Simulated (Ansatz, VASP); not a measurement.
## One calculation of Cd, two programs

The input POSCAR:

```
Cd
1.0
    0.0000000000      2.2181497500      2.2181497500
    2.2181497500      0.0000000000      2.2181497500
    2.2181497500      2.2181497500      0.0000000000
Cd
1
Direct
    0.0000000000      0.0000000000      0.0000000000
```

Contents of INCAR.step1:

```
SYSTEM = Cd
ALGO = Normal
EDIFF = 1E-5
ENCUT = 520
GGA = PE
ISIF = 2
ISMEAR = -1
LASPH = .True.
LCHARG = .False.
LREAL = .False.
LWAVE = .True.
NBANDS = 12
NELM = 100
PREC = Accurate
SIGMA = 0.05
```

The input INCAR.step2:

```
SYSTEM = Cd
AEXX = 0.25
ALGO = Normal
EDIFF = 1E-6
ENCUT = 520
ISIF = 2
ISMEAR = -1
ISTART = 1
LASPH = .True.
LCHARG = .False.
LHFCALC = .True.
LMIXTAU = .True.
LREAL = .False.
LWAVE = .False.
METAGGA = R2SCAN
NBANDS = 12
NELM = 100
PREC = Accurate
PRECFOCK = Normal
SIGMA = 0.05
```

Contents of KPOINTS:

```
k-points
0
Gamma
  6 6 6
  0 0 0
```

File input.yaml:

```yaml
crystal:
  lattice:
    - [0.0, 2.21814975, 2.21814975]
    - [2.21814975, 0.0, 2.21814975]
    - [2.21814975, 2.21814975, 0.0]
  atoms:
    - { symbol: Cd, position: [0.0, 0.0, 0.0] }
hamiltonian:
  xc: r2scan0
  pseudopotentials: { kind: paw }
kpoints:
  mp_grid: { grid: [6, 6, 6] }
scf:
  occupations: { method: fermi_dirac, width: 0.05 }
  n_extra_bands: 6
output:
  forces: true
  stress: true
  eigenvalues: true
  dos: { projected: true, de: 0.05 }
```

Alike in both runs: functional r2SCAN0; k mesh 6 × 6 × 6; occupations fermi-dirac, width 0.05 eV; no spin polarisation.

|  | VASP | Ansatz |
| --- | --- | --- |
| version | VASP 6.6.1 | Ansatz 0.2.0 |
| potentials or method | VASP PAW PBE potentials, release 64 (Cd) | Ansatz PAW |
| plane-wave cutoff (eV) | 520 | 500 |
| valence electrons in the cell | 12 | 20 |
| task | single point | projected density of states |

Ansatz gave:

- gap on the k mesh at the Fermi level (eV): none
- pressure (GPa): 2.2

Problem. What did VASP give for the same quantities?

Solution. gap on the k mesh at the Fermi level (eV): none; pressure (GPa): 2.3.

VASP's potentials were made for PBE, not for r2SCAN0. A gap of «none» marks a metal or a gap that the smearing closes. With one functional, cell and mesh, what is left measures potentials, basis and numerics. VASP's potentials hold 12 valence electrons a cell and Ansatz's 20, so a difference there can come from the potentials and not from the codes.

The k mesh is coarse, so the values compare programs but aren't converged.
